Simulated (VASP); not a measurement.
Wanted: the native input for a VASP 6.6.1 run.

| Item | Value |
| --- | --- |
| Task | single point |
| Functional | PBE |
| Dispersion | D3(BJ) |
| Potentials or basis | VASP PAW PBE potentials, release 64 (C, H) |
| Cutoff | 520 eV |
| k mesh | 6 × 4 × 1 |
| Occupations | gaussian, width 0.1 eV |
| Spin | no spin polarisation |
| Dipole correction | yes |
| Further INCAR settings | LREAL = Auto; ALGO = Normal; EDIFF = 1e-06; NBANDS = 56 |

The structure of HC20 lies in POSCAR:

```
HC20
1.0
    4.9292027291      0.0000000000      0.0000000000
    0.0000000000      6.8054113579      0.0000000000
    0.0000000000      0.0000000000     22.2346643469
C H
20 1
Direct
    0.3122885183      0.2500141188      0.1798992752
    0.8122885183      0.2500141188      0.1798992752
    0.0622635010      0.2500141188      0.2119095571
    0.5622635010      0.2500141188      0.2119095571
    0.1871989222      0.7499858812      0.2279080302
    0.6871989222      0.7499858812      0.2279080302
    0.4371739048      0.7499858812      0.2599183120
    0.9371739048      0.7499858812      0.2599183120
    0.0621093260      0.2500141188      0.2759167852
    0.5621093260      0.2500141188      0.2759167852
    0.3120409925      0.2500133946      0.3071026518
    0.8120409925      0.2500133946      0.3071026518
    0.4371093881      0.7499905632      0.3309339292
    0.9371093881      0.7499905632      0.3309339292
    0.1866551682      0.7499900467      0.3565506911
    0.6866551682      0.7499900467      0.3565506911
    0.3119519864      0.2500147752      0.3740490919
    0.8119519864      0.2500147752      0.3740490919
    0.0621664184      0.2500173699      0.4018349100
    0.5621664184      0.2500173699      0.4018349100
    0.2288330851      0.4166840366      0.5502518120
```

One way to write it, as run:

INCAR

```
PREC     = Accurate       # precision mode
ENCUT    = 520            # plane-wave cutoff, eV
EDIFF    = 1E-6           # SCF threshold, eV
ISMEAR   = 0              # smearing method
SIGMA    = 0.1            # smearing width, eV
LREAL    = Auto         
LASPH    = T              # aspherical terms in the spheres
NELM     = 100            # most SCF steps
ALGO     = Normal         # electronic algorithm
ISIF     = 2              # what is computed and relaxed
LWAVE    = F              # write WAVECAR
LCHARG   = F              # write CHGCAR
LDIPOL   = T            
IDIPOL   = 3            
DIPOL    = 0.5 0.5 0.305
GGA      = PE             # functional
IVDW     = 12             # dispersion correction
NBANDS   = 56             # bands
```

KPOINTS

```
Automatic mesh
0
Gamma
  6 4 1
```

Potentials or basis: VASP PAW PBE potentials, release 64 (C, H).

The run is started by

```sh
$ cat potpaw_PBE.64/C/POTCAR potpaw_PBE.64/H/POTCAR > POTCAR
$ mpirun -np 1 vasp_std > vasp.out
```

It gave:

```
Largest force              : 3.481 eV/Å
Band gap on the k mesh     : zero (an odd number of electrons rules out a gap without spin polarisation)
Dispersion energy per atom : -0.103 eV
```

Caveat: an odd number of electrons without spin polarisation forces a metal; a magnetic or distorted state may lie lower.

Wall time 15 min on 1 thread of Intel(R) Xeon(R) 6975P-C (Granite Rapids), on a shared host, peak memory 0.88 GiB.
